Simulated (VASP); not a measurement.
Ge:

```xyz
1
Lattice="1.3971 -2.6005 0.0000 1.3971 2.6005 0.0000 0.0000 0.0000 2.6982" Properties=species:S:1:pos:R:3 pbc="T T T"
Ge    1.3971    0.0000    0.0000
```

| Quantity | Value |
| --- | --- |
| Program | VASP 6.6.1 |
| Task | relaxation of cell and atoms |
| Functional | r2SCAN |
| Potentials or basis | VASP PAW PBE potentials, release 64 (Ge_d) |
| Cutoff | 600 eV |
| k mesh | 13 × 13 × 12 |
| Occupations | methfessel-paxton, width 0.1 eV |
| Spin | no spin polarisation |

At the start: pressure -3.0 GPa; volume 19.61 Å³/atom.

Q: Where does the relaxation end?

A: Over 9 steps the energy falls by 13.5 meV/atom and the volume is 18.65 Å³/atom (-4.9 %); space group Cmmm (No. 65, to 0.1 Å) before, P6/mmm (No. 191, to 0.1 Å).

The path:
```
step  energy change (eV)  largest force (eV/Å)  pressure (GPa)  volume (Å³)
   1              0.0000                0.0000           -3.01        19.61
   2             -0.0123                0.0000            0.33        18.58
   3             -0.0123                0.0000            0.57        18.57
   4             -0.0133                0.0000            0.26        18.60
   5             -0.0134                0.0000            0.25        18.60
   6             -0.0134                0.0000            0.17        18.61
   7             -0.0135                0.0000            0.07        18.62
   8             -0.0135                0.0000            0.06        18.62
   9             -0.0135                0.0000           -0.04        18.65
```

Final structure:
```xyz
1
Lattice="1.4117 -2.4980 0.0000 1.4117 2.4980 0.0000 0.0000 0.0000 2.6444" Properties=species:S:1:pos:R:3 pbc="T T T"
Ge    1.4117    0.0000    0.0000
```

Caveat: the PAW data sets were made with another functional, which shifts forces and pressure a little.
